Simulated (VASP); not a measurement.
# CoSi (P2_13) in VASP: single point with PBE

Aim: the single point of CoSi with PBE.

All numbers are computed with VASP 6.6.1; they aren't measurements. Logs are shortened: lines on timing, memory, paths and dates and some standing lists are left out, and cuts for length are marked.

**1. The cell of the first run**

Symmetry: P2_13, No. 198, cubic system. Conventional cell: a = 4.438 Å, b = 4.438 Å, c = 4.438 Å, α = 90.00°, β = 90.00°, γ = 90.00°. Co (site symmetry 3) has 7 Si at 2.32 to 2.44 Å and 6 Co at 2.73 Å within 3.1 Å. Within 3.1 Å of Si (site symmetry 3) lie 7 Co at 2.32 to 2.44 Å and 6 Si at 2.75 Å.

**2. Single point, PBE**

File INCAR:

```
PREC = Accurate ; ENCUT = 520
EDIFF = 1E-6 ; ISMEAR = 0
SIGMA = 0.05 ; LREAL = F
LASPH = T ; NELM = 60
ALGO = Normal ; ISIF = 2
LWAVE = F ; LCHARG = T
GGA = PE ; LELF = T
LVHAR = T ; NBANDS = 36
```

File KPOINTS:

```
regular mesh
0
Gamma
  12 12 12
```

File POSCAR:

```
CoSi
1.0
    4.4380000000      0.0000000000      0.0000000000
    0.0000000000      4.4380000000      0.0000000000
    0.0000000000      0.0000000000      4.4380000000
Co Si
4 4
Direct
    0.1448271899      0.1448271899      0.1448271899
    0.3551728101      0.8551728101      0.6448271899
    0.6448271899      0.3551728101      0.8551728101
    0.8551728101      0.6448271899      0.3551728101
    0.8431091425      0.8431091425      0.8431091425
    0.6568908575      0.1568908575      0.3431091425
    0.3431091425      0.6568908575      0.1568908575
    0.1568908575      0.3431091425      0.6568908575
```

Potentials or basis: VASP PAW PBE potentials, release 64 (Co, Si).

The run is started by

```sh
$ cat potpaw_PBE.64/Co/POTCAR potpaw_PBE.64/Si/POTCAR > POTCAR
$ mpirun -np 1 vasp_std > vasp.out
```

OUTCAR:

```text
PREC = Accurate
   ENCUT = 520
   EDIFF = 1E-6
   ISMEAR = 0
   LREAL = F
   LASPH = T
   NELM = 60
   ISIF = 2
   GGA = PE

 ion  position               nearest neighbor table
   1  0.145  0.145  0.145-   5 2.32   6 2.34   7 2.34   8 2.34   7 2.44   8 2.44   6 2.44   3 2.73
                             4 2.73   2 2.73   2 2.73   4 2.73   3 2.73
   2  0.355  0.855  0.645-   6 2.32   5 2.34   7 2.34   8 2.34   7 2.44   8 2.44   5 2.44   1 2.73
                             1 2.73   3 2.73   3 2.73   4 2.73   4 2.73
   3  0.645  0.355  0.855-   7 2.32   6 2.34   5 2.34   8 2.34   8 2.44   6 2.44   5 2.44   1 2.73
                             4 2.73   2 2.73   2 2.73   4 2.73   1 2.73
   4  0.855  0.645  0.355-   8 2.32   6 2.34   7 2.34   5 2.34   6 2.44   5 2.44   7 2.44   1 2.73
                             3 2.73   2 2.73   1 2.73   2 2.73   3 2.73
   5  0.843  0.843  0.843-   1 2.32   2 2.34   3 2.34   4 2.34   3 2.44   4 2.44   2 2.44   6 2.75
                             7 2.75   8 2.75   6 2.75   8 2.75   7 2.75
   6  0.657  0.157  0.343-   2 2.32   1 2.34   3 2.34   4 2.34   3 2.44   4 2.44   1 2.44   8 2.75
                             5 2.75   5 2.75   7 2.75   7 2.75   8 2.75
   7  0.343  0.657  0.157-   3 2.32   2 2.34   1 2.34   4 2.34   4 2.44   2 2.44   1 2.44   8 2.75
                             5 2.75   8 2.75   6 2.75   6 2.75   5 2.75
   8  0.157  0.343  0.657-   4 2.32   2 2.34   3 2.34   1 2.34   2 2.44   1 2.44   3 2.44   7 2.75
                             5 2.75   7 2.75   5 2.75   6 2.75   6 2.75

  LATTYP: Found a simple cubic cell.
 ALAT       =     4.4380000000

  Lattice vectors:

 A1 = (   4.4380000000,   0.0000000000,   0.0000000000)
 A2 = (   0.0000000000,   4.4380000000,   0.0000000000)
 A3 = (   0.0000000000,   0.0000000000,   4.4380000000)

Analysis of symmetry for initial positions (statically):
=====================================================================
 Subroutine PRICEL returns:
 Original cell was already a primitive cell.

 Routine SETGRP: Setting up the symmetry group for a
 simple cubic supercell.

 Subroutine GETGRP returns: Found 12 space group operations
 (whereof  3 operations were pure point group operations)
 out of a pool of 48 trial point group operations.

The static configuration has the point symmetry C_3 .
 The point group associated with its full space group is T   .

Analysis of symmetry for dynamics (positions and initial velocities):
=====================================================================
 Subroutine PRICEL returns:
 Original cell was already a primitive cell.

 Routine SETGRP: Setting up the symmetry group for a
 simple cubic supercell.

 Subroutine GETGRP returns: Found 12 space group operations
 (whereof  3 operations were pure point group operations)
[... 121 lines left out ...]
   ISIF   =      2    stress and relaxation
   ISYM   =      2    0-nonsym 1-usesym 2-fastsym
   POTIM  = 0.5000    time-step for ionic-motion
   TEBEG  =    0.0;   TEEND  =   0.0 temperature during run
   PSTRESS=    0.0 pullay stress
   NELECT =      52.0000    total number of electrons
   NUPDOWN=      -1.0000    fix difference up-down
   EMIN   =  10.00;   EMAX   =-10.00  energy-range for DOS
   EFERMI =   0.00;   METHOD = LEGACY
   ISMEAR =     0;   SIGMA  =   0.05  broadening in eV -4-tet -1-fermi 0-gaus
   EFERMI_NEDOS =   21; number of points for ismear=-14 and -15
   IALGO  =     38    algorithm
   IMIX   =      4    mixing-type and parameters
     AMIX     =   0.40;   BMIX     =  1.00
     AMIX_MAG =   1.60;   BMIX_MAG =  1.00
  volume/ion in A,a.u.               =      10.93        73.73
  Fermi-wavevector in a.u.,A,eV,Ry     =   1.376856  2.601881 25.793021  1.895734
  Thomas-Fermi vector in A             =   2.502063
   LORBIT       =      0    0 simple, 1 ext, 2 COOP (PROOUT), +10 PAW based schemes
   GGA     = PE    functional components
   LHFCALC =     F    Hartree Fock is set to
   AEXX    =    0.0000 exact exchange contribution
   IVDW    =     0    specifies the selected vdW correction
   LEPSILON=     F    determine dielectric tensor
   LRPA    =     F    only Hartree local field effects (RPA)
 non-spin polarized calculation
 Gauss-broadening in eV      SIGMA  =   0.05
  energy-cutoff  :      520.00
  volume of cell :       87.41
 maximum number of plane-waves:      2375
 NGX is ok and might be reduce to    36
   NGX = 17   NGY = 17   NGZ = 17

 number of electron      52.0000007 magnetization

 Free energy of the ion-electron system (eV)
  ---------------------------------------------------
  ext. energy  EPLUGINS =         0.00000000
  ---------------------------------------------------
  free energy    TOTEN  =       -54.74721957 eV

  energy without entropy =      -54.74526530  energy(sigma->0) =      -54.74624244

 E-fermi :  12.0199     XC(G=0): -12.8424

 val. band max:       12.0189297024   @ k =   0.0833   0.0833   0.0000
 cond. band min:      12.0227680673   @ k =   0.5000   0.4167   0.4167
 fundamental gap:      0.0038383650
 Fermi energy:        12.0199402377

 k-point     1 :       0.0000    0.0000    0.0000
  band No.  band energies     occupation
      1      -1.5977      2.00000
      2       3.8791      2.00000
      3       3.8791      2.00000
      4       3.8791      2.00000
      5       6.5793      2.00000
      6       6.5793      2.00000
[... 925 lines left out ...]
     35      16.3914      0.00000
     36      18.1709      0.00000

 [... further k-points ...]
[... 5 lines left out ...]
  --------------------------------------------------------------------------------------
  -------------------------------------------------------------------------------------
  Total       -0.6383194     -0.6383194     -0.6383194      0.0000000     -0.0000000      0.0000000
  in kB      -11.7000234    -11.7000234    -11.7000234      0.0000000     -0.0000000      0.0000000
  external PRESSURE =     -11.7000234 kB  Pullay stress =       0.0000000 kB

 VOLUME and BASIS-vectors are now :
 -----------------------------------------------------------------------------
  energy-cutoff  :      520.00
  volume of cell :       87.41
      direct lattice vectors                 reciprocal lattice vectors
     4.438000000  0.000000000  0.000000000     0.225326724  0.000000000  0.000000000
     0.000000000  4.438000000  0.000000000     0.000000000  0.225326724  0.000000000
     0.000000000  0.000000000  4.438000000     0.000000000  0.000000000  0.225326724

 POSITION                                       TOTAL-FORCE (eV/Angst)
 -----------------------------------------------------------------------------------
      0.64274      0.64274      0.64274         0.001387      0.001387      0.001387
      1.57626      3.79526      2.86174        -0.001387     -0.001387      0.001387
      2.86174      1.57626      3.79526         0.001387     -0.001387     -0.001387
      3.79526      2.86174      1.57626        -0.001387      0.001387     -0.001387
      3.74172      3.74172      3.74172         0.001076      0.001076      0.001076
      2.91528      0.69628      1.52272        -0.001076     -0.001076      0.001076
      1.52272      2.91528      0.69628         0.001076     -0.001076     -0.001076
      0.69628      1.52272      2.91528        -0.001076      0.001076     -0.001076
 -----------------------------------------------------------------------------------
    total drift:                               -0.000000      0.000000      0.000000

  FREE ENERGIE OF THE ION-ELECTRON SYSTEM (eV)
  ---------------------------------------------------
  free  energy   TOTEN  =       -54.7472195731 eV

  energy  without entropy=      -54.7452652978  energy(sigma->0) =      -54.74624244
```

stdout:

```text
POSCAR found type information on POSCAR CoSi
 POSCAR found :  2 types and       8 ions
 scaLAPACK will be used
 LDA part: xc-table for (Slater+PW92), standard interpolation
 POSCAR, INCAR and KPOINTS ok, starting setup
 FFT: planning ... GRIDC
 FFT: planning ... GRID_SOFT
 FFT: planning ... GRID
 WAVECAR not read
 entering main loop
```

Run time: 4.2 min. Hardware: 1 thread of Intel Xeon Platinum 8375C at 2.90GHz (Ice Lake), shared host; peak memory 0.4 GiB.

Results:

| Item | Value |
| --- | --- |
| Free energy | -54.7472 eV |
| Pressure | -1.2 GPa |
| Band gap on the k mesh | zero (bands 26 and 27 overlap by 0.21 eV) |

Forces in eV/Å, atoms in the order of the input:
```
Co   0.001  0.001  0.001
Co  -0.001 -0.001  0.001
Co   0.001 -0.001 -0.001
Co  -0.001  0.001 -0.001
Si   0.001  0.001  0.001
Si  -0.001 -0.001  0.001
Si   0.001 -0.001 -0.001
Si  -0.001  0.001 -0.001
```

Spin polarisation is off, so any magnetic state and its effect on volume and gap are missing.
